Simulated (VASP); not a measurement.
Sr:

```
CELL_PARAMETERS angstrom
-2.37592 2.37592 2.37592
2.37592 -2.37592 2.37592
2.37592 2.37592 -2.37592
ATOMIC_POSITIONS crystal
Sr 0.00000 0.00000 0.00000
```

This isn't the form of Sr at room conditions, which is fcc.

Base run:

* Program: VASP 6.6.1
* Functional: PBE
* Potentials or basis: VASP PAW PBE potentials, release 64 (Sr_sv)
* Cutoff: 520 eV
* k mesh: 12 × 12 × 12
* Occupations: fermi-dirac, width 0.05 eV
* Spin: no spin polarisation

Its results: band gap on the k mesh zero (bands 5 and 6 overlap by 0.52 eV); pressure 0.1 GPa.

The run is repeated on the same cell with these changes: functional from PBE to revPBE; occupations from fermi-dirac, width 0.05 eV to gaussian, width 0.01 eV. What comes out?

Band gap on the k mesh zero (bands 5 and 6 overlap by 0.52 eV); pressure 0.6 GPa.

Caveats: the PAW data sets were made with another functional, which shifts forces and pressure a little (at least some runs).
